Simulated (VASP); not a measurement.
Write the native input for VASP 6.6.1 that does the following.

| Property | Result |
| --- | --- |
| Task | single point |
| Functional | PBE |
| Potentials or basis | VASP PAW PBE potentials, release 64 (Sb, Te, O) |
| Cutoff | 600 eV |
| k mesh | 2 × 2 × 3 |
| Occupations | gaussian, width 0.15 eV |
| Spin | no spin polarisation |
| Dipole correction | no |
| Further INCAR settings | ALGO = Normal; EDIFF = 1e-06; NBANDS = 29 |

The structure of Sb2Te4O lies in POSCAR:

```
Sb2Te4O
1.0
    6.6597974034      0.0000000000      0.0000000000
    0.0000000000      6.6597974034      0.0000000000
    0.0000000000      0.0000000000      4.4215667123
Sb Te O
2 4 1
Direct
    0.0000000000      0.5000000000      0.5000000000
    0.5000000000      0.0000000000      0.5000000000
    0.7436341131      0.7436341131      0.0000000000
    0.2563658869      0.2563658869      0.0000000000
    0.7436341131      0.2563658869      0.0000000000
    0.2563658869      0.7436341131      0.0000000000
    0.0000000000      0.0000000000      0.0000000000
```

The cell was built from a structure type or drawn by symmetry, and may not be a known phase.

These files were run (other wordings do the same):

INCAR

```
SYSTEM = Sb2Te4O
ALGO     = Normal         ! electronic algorithm
EDIFF    = 1E-6           ! SCF threshold, eV
ENCUT    = 600            ! plane-wave cutoff, eV
GGA      = PE             ! functional
GGA_COMPAT= .False.      
ISIF     = 2              ! what is computed and relaxed
ISMEAR   = 0              ! smearing method
LASPH    = .True.         ! aspherical terms in the spheres
LCHARG   = .False.        ! write CHGCAR
LREAL    = .False.        ! projectors in reciprocal space
LWAVE    = .False.        ! write WAVECAR
NBANDS   = 29             ! bands
NELM     = 120            ! most SCF steps
PREC     = Accurate       ! precision mode
SIGMA    = 0.15           ! smearing width, eV
```

KPOINTS

```
k-points
0
Gamma
  2 2 3
  0 0 0
```

Potentials or basis: VASP PAW PBE potentials, release 64 (Sb, Te, O).

Run with:

```console
$ cat potpaw_PBE.64/Sb/POTCAR potpaw_PBE.64/Te/POTCAR potpaw_PBE.64/O/POTCAR > POTCAR
$ mpirun -np 1 vasp_std > vasp.out
```

Results of the run:

```yaml
Pressure: -0.3 GPa
Largest_force: 0.008 eV/Å
Band_gap_on_the_k_mesh: zero (bands 20 and 21 overlap by 0.38 eV)
```

Caveat: the k points lie up to 0.47 Å⁻¹ apart; spin-orbit coupling is left out, which moves the levels of the heavy elements.

Run time: 110 s on 1 thread of Intel Xeon 8259CL, on a shared host, peak memory 0.33 GiB.
